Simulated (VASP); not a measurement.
# Si (a cell with a defect) in VASP: a series of runs

Si (a cell with a defect) is run at these levels: PBE; tasks: single point.

All numbers are computed with VASP 6.6.1; they aren't measurements. Logs are shortened: lines on timing, memory, paths and dates and some standing lists are left out, and cuts for length are marked.

**1. The cell of the first run**

The cell holds a defect, 17 atoms: a = 7.679 Å, b = 7.679 Å, c = 7.679 Å, α = 60.00°, β = 60.00°, γ = 60.00°.

**2. Single point, PBE**

File INCAR:

```
ALGO     = Normal         # electronic algorithm
EDIFF    = 1E-7           # SCF threshold, eV
ENCUT    = 520            # plane-wave cutoff, eV
GGA      = PE             # functional
ISIF     = 2              # what is computed and relaxed
ISMEAR   = 0              # smearing method
LASPH    = True           # aspherical terms in the spheres
LCHARG   = False          # write CHGCAR
LREAL    = Auto         
LWAVE    = False          # write WAVECAR
NBANDS   = 48             # bands
NELM     = 80             # most SCF steps
PREC     = Accurate       # precision mode
SIGMA    = 0.05           # smearing width, eV
```

File KPOINTS:

```
k-points
0
Gamma
  2 2 2
```

File POSCAR:

```
Si
1.0
    0.0000000000      5.4300000000      5.4300000000
    5.4300000000      0.0000000000      5.4300000000
    5.4300000000      5.4300000000      0.0000000000
Si
17
Direct
    0.0034192449     -0.0032748619     -0.0033023020
    0.1321925414      0.1226046961      0.1223732044
    0.0035286372     -0.0030842541      0.5025905157
    0.1247872007      0.1261216390      0.6244028545
    0.0034290976      0.5028825046     -0.0031946593
    0.1247391344      0.6244505525      0.1262058011
   -0.0000276243      0.4999926335      0.5000633517
    0.1247884899      0.6246253223      0.6244929098
    0.5007290976     -0.0001454880     -0.0009209945
    0.6230632597      0.1226665746      0.1224906998
    0.4970353591     -0.0030773481      0.5026830571
    0.6232900552      0.1230786372      0.6304629834
    0.4970074586      0.5029210866     -0.0031348987
    0.6231117864      0.6312742173      0.1226753223
    0.4970052486      0.5032212707      0.5028310313
    0.6260867403      0.6246489871      0.6245506446
    0.7507069061      0.2498575506      0.2491151934
```

Potentials or basis: VASP PAW PBE potentials, release 64 (Si).

The run is started by

```
cat potpaw_PBE.64/Si/POTCAR > POTCAR
mpirun -np 1 vasp_std > vasp.out
```

OUTCAR:

```text
EDIFF = 1E-7
   ENCUT = 520
   GGA = PE
   ISIF = 2
   ISMEAR = 0
   LASPH = True
   LREAL = Auto
   NELM = 80
   PREC = Accurate

 ion  position               nearest neighbor table
   1  0.003  0.997  0.997-   6 2.33   4 2.33   2 2.38  10 2.38  17 2.75
   2  0.132  0.123  0.122-   9 2.31   3 2.38   5 2.38   1 2.38  17 2.39
   3  0.004  0.997  0.503-   4 2.33   8 2.33   2 2.38  12 2.38  17 2.75
   4  0.125  0.126  0.624-  11 2.33   3 2.33   1 2.33   7 2.34
   5  0.003  0.503  0.997-   6 2.33   8 2.33   2 2.38  14 2.38  17 2.75
   6  0.125  0.624  0.126-  13 2.33   1 2.33   5 2.33   7 2.34
   7  1.000  0.500  0.500-   6 2.34   4 2.34   8 2.34  16 2.34
   8  0.125  0.625  0.624-  15 2.33   3 2.33   5 2.33   7 2.34
   9  0.501  1.000  0.999-   2 2.31  10 2.31  14 2.31  12 2.31
  10  0.623  0.123  0.122-   9 2.31  11 2.38  13 2.38   1 2.38  17 2.39
  11  0.497  0.997  0.503-   4 2.33  16 2.33  12 2.38  10 2.38  17 2.75
  12  0.623  0.123  0.630-   9 2.31  15 2.38  11 2.38   3 2.38  17 2.39
  13  0.497  0.503  0.997-   6 2.33  16 2.33  10 2.38  14 2.38  17 2.75
  14  0.623  0.631  0.123-   9 2.31  15 2.38  13 2.38   5 2.38  17 2.39
  15  0.497  0.503  0.503-   8 2.33  16 2.33  12 2.38  14 2.38  17 2.75
  16  0.626  0.625  0.625-  15 2.33  11 2.33  13 2.33   7 2.34
  17  0.751  0.250  0.249-  12 2.39  14 2.39  10 2.39   2 2.39   1 2.75   5 2.75  13 2.75   3 2.75
                            11 2.75  15 2.75

  LATTYP: Found a face centered cubic cell.
 ALAT       =    10.8600000000

  Lattice vectors:

 A1 = (   0.0000000000,   5.4300000000,   5.4300000000)
 A2 = (   5.4300000000,   0.0000000000,   5.4300000000)
 A3 = (   5.4300000000,   5.4300000000,   0.0000000000)

Analysis of symmetry for initial positions (statically):
=====================================================================
 Subroutine PRICEL returns:
 Original cell was already a primitive cell.

 Routine SETGRP: Setting up the symmetry group for a
 face centered cubic supercell.

 Subroutine GETGRP returns: Found  1 space group operations
 (whereof  1 operations were pure point group operations)
 out of a pool of 48 trial point group operations.

The static configuration has the point symmetry C_1 .

Analysis of symmetry for dynamics (positions and initial velocities):
=====================================================================
 Subroutine PRICEL returns:
 Original cell was already a primitive cell.

 Routine SETGRP: Setting up the symmetry group for a
 face centered cubic supercell.

 Subroutine GETGRP returns: Found  1 space group operations
 (whereof  1 operations were pure point group operations)
 out of a pool of 48 trial point group operations.

The dynamic configuration has the point symmetry C_1 .

 Subroutine INISYM returns: Found  1 space group operations
 (whereof  1 operations are pure point group operations),
 and found     1 'primitive' translations

----------------------------------------------------------------------------------------

                                     Primitive cell

  volume of cell :     320.2060

  direct lattice vectors                    reciprocal lattice vectors
     0.000000000  5.430000000  5.430000000    -0.092081031  0.092081031  0.092081031
     5.430000000  0.000000000  5.430000000     0.092081031 -0.092081031  0.092081031
     5.430000000  5.430000000  0.000000000     0.092081031  0.092081031 -0.092081031

  length of vectors
     7.679179644  7.679179644  7.679179644     0.159489025  0.159489025  0.159489025

  position of ions in fractional coordinates (direct lattice)
     0.003419245  0.996725138  0.996697698
     0.132192541  0.122604696  0.122373204
     0.003528637  0.996915746  0.502590516
     0.124787201  0.126121639  0.624402854
     0.003429098  0.502882505  0.996805341
     0.124739134  0.624450553  0.126205801
[... 9 lines left out ...]
     0.626086740  0.624648987  0.624550645
     0.750706906  0.249857551  0.249115193

  ion indices of the primitive-cell ions
   primitive index   ion index
                 1           1
                 2           2
                 3           3
                 4           4
                 5           5
                 6           6
[... 9 lines left out ...]
                16          16
                17          17

----------------------------------------------------------------------------------------

 KPOINTS: k-points

Automatic generation of k-mesh.
 Grid dimensions read from file:
 generate k-points for:    2    2    2

 Generating k-lattice:

  Cartesian coordinates                     Fractional coordinates (reciprocal lattice)
    -0.046040516  0.046040516  0.046040516     0.500000000  0.000000000  0.000000000
     0.046040516 -0.046040516  0.046040516     0.000000000  0.500000000  0.000000000
     0.046040516  0.046040516 -0.046040516     0.000000000  0.000000000  0.500000000

  Length of vectors
     0.079744512  0.079744512  0.079744512

  Shift w.r.t. Gamma in fractional coordinates (k-lattice)
     0.000000000  0.000000000  0.000000000

 Subroutine IBZKPT returns following result:
 ===========================================

 Found      8 irreducible k-points:

 Following reciprocal coordinates:
            Coordinates               Weight
  0.000000  0.000000  0.000000      1.000000
  0.500000  0.000000  0.000000      1.000000
  0.000000  0.500000  0.000000      1.000000
  0.000000  0.000000  0.500000      1.000000
  0.500000  0.500000  0.500000      1.000000
  0.500000  0.500000  0.000000      1.000000
  0.000000  0.500000  0.500000      1.000000
  0.500000  0.000000  0.500000      1.000000
   k-points           NKPTS =      8   k-points in BZ     NKDIM =      8   number of bands    NBANDS=     48
   number of dos      NEDOS =    301   number of ions     NIONS =     17
   total plane-waves  NPLWV = 216000
   dimension x,y,z NGX =    60 NGY =   60 NGZ =   60
   dimension x,y,z NGXF=   120 NGYF=  120 NGZF=  120
   ions per type =              17
   NGX,Y,Z   is equivalent  to a cutoff of  12.99, 12.99, 12.99 a.u.
   NGXF,Y,Z  is equivalent  to a cutoff of  25.98, 25.98, 25.98 a.u.
 SYSTEM =  unknown system
   PREC   = accura    normal or accurate (medium, high low for compatibility)
   ISTART =      0    job   : 0-new  1-cont  2-samecut
   ICHARG =      2    charge: 1-file 2-atom 10-const
   ISPIN  =      1    spin polarized calculation?
   LNONCOLLINEAR =      F non collinear calculations
   LSORBIT =      F    spin-orbit coupling
   LASPH  =      T    aspherical Exc in radial PAW
   ENCUT  =  520.0 eV  38.22 Ry    6.18 a.u.  14.28 14.28 14.28*2*pi/ulx,y,z
   NELM   =     80;   NELMIN=  2; NELMDL= -5     # of ELM steps
   EDIFF  = 0.1E-06   stopping-criterion for ELM
   LREAL  =      T    real-space projection
   EDIFFG = 0.1E-05   stopping-criterion for IOM
   NSW    =      0    number of steps for IOM
   IBRION =     -1    ionic relax: 0-MD 1-quasi-New 2-CG
   NFREE  =      0    steps in history (QN), initial steepest desc. (CG)
   ISIF   =      2    stress and relaxation
   ISYM   =      2    0-nonsym 1-usesym 2-fastsym
   POTIM  = 0.5000    time-step for ionic-motion
   TEBEG  =    0.0;   TEEND  =   0.0 temperature during run
   PSTRESS=    0.0 pullay stress
   NELECT =      68.0000    total number of electrons
   NUPDOWN=      -1.0000    fix difference up-down
   EMIN   =  10.00;   EMAX   =-10.00  energy-range for DOS
   EFERMI =   0.00;   METHOD = LEGACY
   ISMEAR =     0;   SIGMA  =   0.05  broadening in eV -4-tet -1-fermi 0-gaus
   EFERMI_NEDOS =   21; number of points for ismear=-14 and -15
   IALGO  =     38    algorithm
   IMIX   =      4    mixing-type and parameters
     AMIX     =   0.40;   BMIX     =  1.00
     AMIX_MAG =   1.60;   BMIX_MAG =  1.00
  volume/ion in A,a.u.               =      18.84       127.11
  Fermi-wavevector in a.u.,A,eV,Ry     =   0.976715  1.845724 12.979587  0.953973
  Thomas-Fermi vector in A             =   2.107356
   LORBIT       =      0    0 simple, 1 ext, 2 COOP (PROOUT), +10 PAW based schemes
   GGA     = PE    functional components
   LHFCALC =     F    Hartree Fock is set to
   AEXX    =    0.0000 exact exchange contribution
   IVDW    =     0    specifies the selected vdW correction
   LEPSILON=     F    determine dielectric tensor
   LRPA    =     F    only Hartree local field effects (RPA)
 non-spin polarized calculation
 Gauss-broadening in eV      SIGMA  =   0.05
  energy-cutoff  :      520.00
  volume of cell :      320.21
 maximum number of plane-waves:      8646
 NGX is ok and might be reduce to    60
   NGX = 29   NGY = 29   NGZ = 29

 number of electron      68.0000001 magnetization

 Free energy of the ion-electron system (eV)
  ---------------------------------------------------
  ext. energy  EPLUGINS =         0.00000000
  ---------------------------------------------------
  free energy    TOTEN  =       -87.99581455 eV

  energy without entropy =      -87.98589159  energy(sigma->0) =      -87.99085307

 E-fermi :   6.9099     XC(G=0):  -9.6744

 val. band max:        6.6776041299   @ k =   0.0000   0.0000   0.0000
 cond. band min:       6.9254204176   @ k =   0.0000   0.5000   0.5000
 fundamental gap:      0.2478162877
 Fermi energy:         6.9099321614

 k-point     1 :       0.0000    0.0000    0.0000
  band No.  band energies     occupation
      1      -6.3175      2.00000
      2      -3.7717      2.00000
      3      -3.6284      2.00000
      4      -3.6275      2.00000
      5      -3.6268      2.00000
      6      -2.8073      2.00000
[... 38 lines left out ...]
     45       8.1214      0.00000
     46       9.0619      0.00000

 k-point     2 :       0.5000    0.0000    0.0000
  band No.  band energies     occupation
      1      -5.9148      2.00000
      2      -4.9562      2.00000
      3      -3.5703      2.00000
      4      -3.4253      2.00000
      5      -3.4239      2.00000
      6      -2.9562      2.00000
[... 286 lines left out ...]
 k-point     8 :       0.5000    0.0000    0.5000
  band No.  band energies     occupation
      1      -5.7816      2.00000
      2      -4.7232      2.00000
      3      -3.9924      2.00000
      4      -3.8773      2.00000
      5      -3.8772      2.00000
      6      -3.6262      2.00000
[... 38 lines left out ...]
     45      10.1239      0.00000
     46      10.1247      0.00000
 [bands above 46 left out]

------------------------ aborting loop because EDIFF is reached ----------------------------------------

  FORCE on cell =-STRESS in cart. coord.  units (eV):
  Direction    XX          YY          ZZ          XY          YZ          ZX
  --------------------------------------------------------------------------------------
  -------------------------------------------------------------------------------------
  Total       10.6638443     10.6659651     10.6652814      0.0021990     -0.0046663      0.0004141
  in kB       53.3574290     53.3680405     53.3646192      0.0110029     -0.0233482      0.0020720
  external PRESSURE =      53.3633629 kB  Pullay stress =       0.0000000 kB

 VOLUME and BASIS-vectors are now :
 -----------------------------------------------------------------------------
  energy-cutoff  :      520.00
  volume of cell :      320.21
      direct lattice vectors                 reciprocal lattice vectors
     0.000000000  5.430000000  5.430000000    -0.092081031  0.092081031  0.092081031
     5.430000000  0.000000000  5.430000000     0.092081031 -0.092081031  0.092081031
     5.430000000  5.430000000  0.000000000     0.092081031  0.092081031 -0.092081031

 POSITION                                       TOTAL-FORCE (eV/Angst)
 -----------------------------------------------------------------------------------
     10.82429      5.43063      5.43078         0.015430     -0.002483     -0.000577
      1.33023      1.38229      1.38355         0.004303     -0.005629     -0.005037
      8.14232      2.74823      5.43241         0.001516     -0.016583     -0.002441
      4.07535      4.06810      1.36243         0.014984     -0.012982      0.011334
      8.14330      5.43127      2.74927        -0.000229     -0.002931     -0.014176
      4.07606      1.36263      4.06810         0.012611      0.011328     -0.012201
[... 9 lines left out ...]
      6.78315      6.79096      6.79149        -0.011761      0.016675      0.014266
      2.70942      5.42903      5.43306        -0.002215     -0.000430      0.000871
 -----------------------------------------------------------------------------------
    total drift:                               -0.001219     -0.002561     -0.001446

  FREE ENERGIE OF THE ION-ELECTRON SYSTEM (eV)
  ---------------------------------------------------
  free  energy   TOTEN  =       -87.9958145467 eV

  energy  without entropy=      -87.9858915908  energy(sigma->0) =      -87.99085307
```

Wall time 2.8 min (1 thread of Intel Xeon Platinum 8488C (Sapphire Rapids), shared host); peak memory 0.46 GiB.

What came out:

| Item | Value |
| --- | --- |
| Free energy | -87.9958 eV |
| Pressure | 5.3 GPa |
| Largest force | 0.025 eV/Å |
| Band gap on the k mesh | zero (band 34 reaches 6.93 eV, above the bottom of band 35 at 6.67 eV) |

Forces in eV/Å, atoms in the order of the input:
```
Si   0.015 -0.002 -0.001
Si   0.004 -0.006 -0.005
Si   0.002 -0.017 -0.002
Si   0.015 -0.013  0.011
Si   0.000 -0.003 -0.014
Si   0.013  0.011 -0.012
Si  -0.001  0.000  0.001
Si  -0.010 -0.014 -0.016
Si  -0.002  0.000  0.001
Si   0.001  0.003  0.003
Si   0.000  0.002  0.019
Si   0.005  0.008 -0.006
Si  -0.002  0.015  0.003
Si  -0.001 -0.001  0.002
Si  -0.024  0.001  0.001
Si  -0.012  0.017  0.014
Si  -0.002  0.000  0.001
```

Caveat: the k points lie up to 0.50 Å⁻¹ apart.

**3. Single point, PBE**

File INCAR:

```
SYSTEM = Si
  PREC = Accurate
  ENCUT = 520
  EDIFF = 1E-6
  ISMEAR = 0
  SIGMA = 0.05
  LREAL = Auto
  LASPH = .TRUE.
  NELM = 100
  ALGO = Normal
  ISIF = 2
  LWAVE = .FALSE.
  LCHARG = .FALSE.
  GGA = PE
  NBANDS = 48
```

File KPOINTS:

```
Automatic mesh
0
G
  2 2 2
  0 0 0
```

File POSCAR:

```
Si
1.0
    0.0000000000      5.4300000000      5.4300000000
    5.4300000000      0.0000000000      5.4300000000
    5.4300000000      5.4300000000      0.0000000000
Si
17
Direct
    0.0004288214      0.0003385820      0.0005242173
    0.1250743094      0.1251873849      0.1248989871
    0.0004002762      0.0003183241      0.4987719153
    0.1219664825      0.1215403315      0.6282570902
    0.0002835175      0.4990853591      0.0003120626
    0.1216903315      0.6280884899      0.1221965930
   -0.0068620626      0.5020233886      0.5023974217
    0.1216191529      0.6280760589      0.6280318600
    0.4989605893      0.0002694291      0.0003779006
    0.6281573665      0.1214081952      0.1223415285
    0.5024180479     -0.0077539595      0.5026399632
    0.6281285451      0.1213528545      0.6280845304
    0.5018970534      0.5017418048     -0.0056990792
    0.6280709945      0.6280730203      0.1218544199
    0.5017864641      0.5016420810      0.5019065378
    0.6245837017      0.6237715470      0.6256536832
    0.3746105893      0.3738065378      0.3756315838
```

Potentials or basis: VASP PAW PBE potentials, release 64 (Si).

The run is started by

```
cat potpaw_PBE.64/Si/POTCAR > POTCAR
mpirun -np 1 vasp_std > vasp.out
```

OUTCAR:

```text
SYSTEM = Si
   PREC = Accurate
   ENCUT = 520
   EDIFF = 1E-6
   ISMEAR = 0
   LREAL = Auto
   LASPH = .TRUE.
   NELM = 100
   ISIF = 2
   GGA = PE

 ion  position               nearest neighbor table
   1  0.000  0.000  0.001-   6 2.33   4 2.33  10 2.33   2 2.34
   2  0.125  0.125  0.125-   1 2.34   3 2.34   9 2.34   5 2.34
   3  0.000  0.000  0.499-   8 2.33  12 2.33   4 2.33   2 2.34
   4  0.122  0.122  0.628-   1 2.33   3 2.33  11 2.39   7 2.39  17 2.74
   5  0.000  0.499  0.000-  14 2.33   8 2.33   6 2.33   2 2.34
   6  0.122  0.628  0.122-   1 2.33   5 2.33   7 2.38  13 2.38  17 2.75
   7  0.993  0.502  0.502-  16 2.31   8 2.38   6 2.38   4 2.39  17 2.39
   8  0.122  0.628  0.628-   3 2.33   5 2.33  15 2.38   7 2.38  17 2.75
   9  0.499  0.000  0.000-  14 2.33  12 2.33  10 2.33   2 2.34
[... 616 lines left out ...]

 VOLUME and BASIS-vectors are now :
 -----------------------------------------------------------------------------
  energy-cutoff  :      520.00
  volume of cell :      320.21
      direct lattice vectors                 reciprocal lattice vectors
     0.000000000  5.430000000  5.430000000    -0.092081031  0.092081031  0.092081031
     5.430000000  0.000000000  5.430000000     0.092081031 -0.092081031  0.092081031
     5.430000000  5.430000000  0.000000000     0.092081031  0.092081031 -0.092081031

 POSITION                                       TOTAL-FORCE (eV/Angst)
 -----------------------------------------------------------------------------------
      0.00469      0.00518      0.00417         0.015210      0.014737      0.014183
      1.35797      1.35735      1.35892        -0.001070      0.000467     -0.003091
      2.71006      2.71050      0.00390        -0.014738     -0.015558      0.014600
      4.07140      4.07371      1.32224         0.001644     -0.002277      0.017530
      2.71173      0.00323      2.71157        -0.017849      0.018376     -0.014952
      4.07405      1.32431      4.07130        -0.004476      0.017632     -0.000587
[... 9 lines left out ...]
      6.78438      6.78879      6.77857        -0.001950      0.000724     -0.004572
      4.06945      4.07381      4.06391        -0.001045      0.000087     -0.003599
 -----------------------------------------------------------------------------------
    total drift:                                0.001993     -0.001000      0.006865

  FREE ENERGIE OF THE ION-ELECTRON SYSTEM (eV)
  ---------------------------------------------------
  free  energy   TOTEN  =       -87.9957442328 eV

  energy  without entropy=      -87.9858259010  energy(sigma->0) =      -87.99078507
```

Wall time 2.8 min (1 thread of Intel Xeon Platinum 8488C (Sapphire Rapids), shared host); peak memory 0.46 GiB.

What came out:

```yaml
Free_energy: -87.9957 eV
Pressure: 5.3 GPa
Largest_force: 0.030 eV/Å
Band_gap_on_the_k_mesh: zero (band 34 reaches 6.93 eV, above the bottom of band 35 at 6.67 eV)
```

Forces in eV/Å, atoms in the order of the input:
```
Si   0.015  0.015  0.014
Si  -0.001  0.000 -0.003
Si  -0.015 -0.016  0.015
Si   0.002 -0.002  0.018
Si  -0.018  0.018 -0.015
Si  -0.004  0.018 -0.001
Si  -0.007  0.006 -0.003
Si  -0.019  0.004  0.000
Si   0.017 -0.017 -0.013
Si   0.016 -0.006  0.002
Si   0.012 -0.013  0.007
Si   0.006 -0.017  0.003
Si  -0.011 -0.007  0.004
Si   0.000  0.001 -0.027
Si   0.010  0.014  0.008
Si  -0.002  0.001 -0.005
Si  -0.001  0.000 -0.004
```

Levels at points of the mesh, in eV from the Fermi level:
| k point | band 31 | band 32 | band 33 | band 34 | band 35 | band 36 | band 37 | band 38 |
| --- | --- | --- | --- | --- | --- | --- | --- | --- |
| (0.00, 0.00, 0.00) | -0.82 | -0.82 | -0.82 | -0.24 | -0.24 | -0.23 | 0.09 | 0.09 |
| (0.50, 0.00, 0.00) | -1.57 | -1.43 | -1.43 | -0.34 | 0.53 | 0.55 | 0.90 | 0.90 |
| (0.00, 0.50, 0.00) | -1.57 | -1.43 | -1.43 | -0.34 | 0.54 | 0.55 | 0.89 | 0.90 |
| (0.00, 0.00, 0.50) | -1.57 | -1.43 | -1.43 | -0.35 | 0.53 | 0.54 | 0.90 | 0.90 |
| (0.50, 0.50, 0.50) | -1.57 | -1.43 | -1.43 | -0.35 | 0.53 | 0.54 | 0.90 | 0.90 |
| (0.50, 0.50, 0.00) | -2.02 | -1.89 | -0.99 | 0.02 | 0.72 | 1.02 | 1.03 | 1.15 |
| (0.00, 0.50, 0.50) | -2.02 | -1.89 | -0.99 | 0.02 | 0.72 | 1.02 | 1.03 | 1.15 |
| (0.50, 0.00, 0.50) | -2.02 | -1.89 | -0.99 | 0.02 | 0.72 | 1.02 | 1.03 | 1.15 |

Caveat: the k points lie up to 0.50 Å⁻¹ apart.

(Part 1 of 2 ends here.)
